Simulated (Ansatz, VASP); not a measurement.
**One calculation of BaS, two programs**

```
CELL_PARAMETERS angstrom
0.00000 3.13575 3.13575
3.13575 0.00000 3.13575
3.13575 3.13575 0.00000
ATOMIC_POSITIONS crystal
Ba 0.00000 0.00000 0.00000
S 0.50000 0.50000 0.50000
```

Alike in both runs: functional LDA; k mesh 8 × 8 × 8; occupations gaussian, width 0.02 eV; no spin polarisation.

Ansatz relaxed the structure, and its values are those at the end. VASP's run is a single point on that final structure, the one shown.

```csv
,VASP,Ansatz
version,VASP 6.6.1,Ansatz 0.2.0
potentials or method,"VASP PAW LDA potentials, release 64 (Ba_sv, S), cutoff 500 eV","scalar-relativistic, plane waves, PAW"
valence electrons in the cell,16,16
```

|  | VASP | Ansatz | Ansatz less VASP |
| --- | --- | --- | --- |
| gap on the k mesh at the Fermi level (eV) | 1.80 | 1.91 | +0.118 |
| least direct gap on the mesh (eV) | 1.90 | 1.98 | +0.083 |
| pressure (GPa) | 0.8 | 0.0 | -0.77 |

LDA's correlation is that of Perdew and Zunger in VASP and of Perdew and Wang (1992) in Ansatz.

Neither program's run includes spin-orbit coupling.
